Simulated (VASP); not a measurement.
A run of VASP 6.6.1:

File INCAR:

```
PREC = Accurate
ENCUT = 520
EDIFF = 1E-6
ISMEAR = 0
SIGMA = 0.05
LREAL = False
LASPH = True
NELM = 150
ALGO = Normal
ISIF = 2
LWAVE = False
LCHARG = False
ISPIN = 2
MAGMOM = 2.5 -2.5
LORBIT = 11
LMAXMIX = 4
GGA = PS
NBANDS = 19
```

File KPOINTS:

```
Automatic mesh
0
Gamma
  20 20 10
```

Contents of POSCAR:

```
Fe
1.0
    0.0000000000      2.7851824472      0.0000000000
    2.7851824472      0.0000000000      0.0000000000
    2.7851824472      2.7851824472     -2.7851824472
Fe
2
Direct
    0.0000000000      0.0000000000      0.0000000000
    0.0000000000      0.0000000000      0.5000000000
```

Potentials or basis: VASP PAW PBE potentials, release 64 (Fe).

The run is started by

```console
$ cat potpaw_PBE.64/Fe/POTCAR > POTCAR
$ mpirun -np 1 vasp_std > vasp.out
```

Hardware: 1 thread of AMD EPYC 7R13, on a shared host.

Question: How long does it take, and how much memory?

Answer: Run time: 4.9 min on 1 thread of AMD EPYC 7R13, with other jobs on the host, peak memory 0.2 GiB. Counts: scf iterations 14, k points 146.
